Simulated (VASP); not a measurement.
Write the native input for VASP 6.6.1 that does the following.

- Task: single point
- Functional: PBE
- Potentials or basis: VASP PAW PBE potentials, release 64 (Ge_d, Sb, Te)
- Cutoff: 520 eV
- k mesh: 9 × 9 × 2
- Occupations: gaussian, width 0.05 eV
- Spin: no spin polarisation
- Dipole correction: no
- Further INCAR settings: ALGO = Normal; EDIFF = 1e-07; NBANDS = 39

The structure of GeSb4Te4 lies in POSCAR:

```
GeSb4Te4
1.0
    4.3342494749      0.0000000000      0.0000000000
   -2.1671247374      3.7535701516      0.0000000000
    0.0000000000      0.0000000000     17.3673160000
Ge Sb Te
1 4 4
Direct
    0.0000000000      0.0000000000      0.0000000000
    0.3333333300      0.6666666700      0.5445200000
    0.6666666700      0.3333333300      0.4554800000
    0.6666666700      0.3333333300      0.7857900000
    0.3333333300      0.6666666700      0.2142100000
    0.3333333300      0.6666666700      0.9018000000
    0.6666666700      0.3333333300      0.0982000000
    0.0000000000      0.0000000000      0.6872210000
    0.0000000000      0.0000000000      0.3127790000
```

One way to write it, as run:

INCAR

```
SYSTEM = GeSb4Te4
ALGO = Normal
EDIFF = 1E-7
ENCUT = 520
GGA = PE
ISIF = 2
ISMEAR = 0
LASPH = .TRUE.
LCHARG = .TRUE.
LELF = .TRUE.
LREAL = .FALSE.
LVHAR = .TRUE.
LWAVE = .FALSE.
NBANDS = 39
NELM = 80
PREC = Accurate
SIGMA = 0.05
```

KPOINTS

```
k-points
0
G
  9 9 2
  0 0 0
```

Potentials or basis: VASP PAW PBE potentials, release 64 (Ge_d, Sb, Te).

Command:

```console
$ cat potpaw_PBE.64/Ge_d/POTCAR potpaw_PBE.64/Sb/POTCAR potpaw_PBE.64/Te/POTCAR > POTCAR
$ mpirun -np 1 vasp_std > vasp.out
```

It gave:

```
Pressure               : 0.1 GPa
Largest force          : 0.065 eV/Å
Band gap on the k mesh : 0.10 eV, direct
```

Caveat: spin-orbit coupling is left out, which moves the levels of the heavy elements.

Run time: 3.7 min on 1 thread of Intel(R) Xeon(R) Platinum 8488C (Sapphire Rapids) (shared host), peak memory 0.53 GiB.
